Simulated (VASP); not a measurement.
Input of a VASP 6.6.1 run:

The input POSCAR:

```
AlN
1.0
    3.1296660000      0.0000000000      0.0000000000
   -1.5648330000      2.7103702600      0.0000000000
    0.0000000000      0.0000000000      4.9810000000
Al N
2 2
Direct
    0.3333333333      0.6666666667      0.0000000000
    0.6666666667      0.3333333333      0.5000000000
    0.3333333333      0.6666666667      0.3820000000
    0.6666666667      0.3333333333      0.8820000000
```

INCAR.step1

```
PREC = Accurate ; ENCUT = 520
ISMEAR = 0 ; SIGMA = 0.05
LREAL = F ; LASPH = T
NELM = 60 ; GGA = PE
ALGO = Normal ; EDIFF = 1E-4
LWAVE = T ; LCHARG = F
```

File INCAR.step2:

```
PREC = Accurate ; ENCUT = 520
EDIFF = 1E-6 ; ISMEAR = 0
SIGMA = 0.05 ; LREAL = F
LASPH = T ; NELM = 60
ALGO = Normal ; ISIF = 2
LWAVE = F ; LCHARG = F
METAGGA = R2SCAN ; LMIXTAU = T
IBRION = 2 ; NSW = 80
EDIFFG = -0.003 ; ISTART = 1
```

File KPOINTS:

```
regular mesh
0
Gamma
  8 8 5
```

Potentials or basis: VASP PAW PBE potentials, release 64 (Al, N).

Command:

```bash
$ cat potpaw_PBE.64/Al/POTCAR potpaw_PBE.64/N/POTCAR > POTCAR
$ cp INCAR.step1 INCAR
$ mpirun -np 1 vasp_std > vasp.out
$ cp INCAR.step2 INCAR
$ mpirun -np 1 vasp_std > vasp.out
```

**Question.** Estimate the energy gained by relaxing.

**Answer.** 0.0 meV/atom.

**Question.** Estimate the band gap on the k mesh.

**Answer.** 4.74 eV.

Final structure:
```xyz
4
Lattice="3.1297 0.0000 0.0000 -1.5648 2.7104 0.0000 0.0000 0.0000 4.9810" Properties=species:S:1:pos:R:3 pbc="T T T"
Al    0.0000    1.8069    4.9791
Al    1.5648    0.9035    2.4886
N     0.0000    1.8069    1.9046
N     1.5648    0.9035    4.3951
```
